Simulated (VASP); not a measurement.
Here is a VASP 6.6.1 calculation.

File INCAR:

```
ALGO = Normal ; EDIFF = 1E-7
EDIFFG = -0.01 ; ENCUT = 600
GGA = PE ; GGA_COMPAT = F
IBRION = 2 ; ISIF = 3
ISMEAR = 0 ; LASPH = T
LCHARG = F ; LREAL = F
LWAVE = F ; NELM = 120
NELMIN = 4 ; NSW = 100
PREC = Accurate ; SIGMA = 0.1
```

KPOINTS

```
k-points
0
Gamma
  12 12 6
```

POSCAR

```
Sc2SiF2
1.0
    3.7356128847      0.0000000000      0.0000000000
   -1.8678064424      3.2351356569      0.0000000000
    0.0000000000      0.0000000000      6.3302599690
Sc Si F
2 1 2
Direct
    0.0000000000      0.0000000000      0.7311650969
    0.0000000000      0.0000000000      0.2688349031
    0.3333333333      0.6666666667      0.0000000000
    0.6666666667      0.3333333333      0.5000000000
    0.3333333333      0.6666666667      0.5000000000
```

Potentials or basis: VASP PAW PBE potentials, release 64 (Sc_sv, Si, F).

Command:

```sh
$ cat potpaw_PBE.64/Sc_sv/POTCAR potpaw_PBE.64/Si/POTCAR potpaw_PBE.64/F/POTCAR > POTCAR
$ mpirun -np 1 vasp_std > vasp.out
```

Predict the space group after relaxing (to 0.1 Å).

P-6m2 (No. 187).

What does it give for the relaxed volume?

15.30 Å³/atom.

Final structure:
```cif
data_structure
_symmetry_space_group_name_H-M 'P 1'
_symmetry_Int_Tables_number 1
_cell_length_a 3.7341
_cell_length_b 3.7341
_cell_length_c 6.3340
_cell_angle_alpha 90.000
_cell_angle_beta 90.000
_cell_angle_gamma 120.000
_cell_volume 76.49
loop_
_atom_site_label
_atom_site_type_symbol
_atom_site_fract_x
_atom_site_fract_y
_atom_site_fract_z
_atom_site_occupancy
Sc1 Sc 0.00000 0.00000 0.73111 1
Sc2 Sc 0.00000 0.00000 0.26889 1
Si1 Si 0.33333 0.66667 0.00000 1
F1 F 0.66667 0.33333 0.50000 1
F2 F 0.33333 0.66667 0.50000 1
```
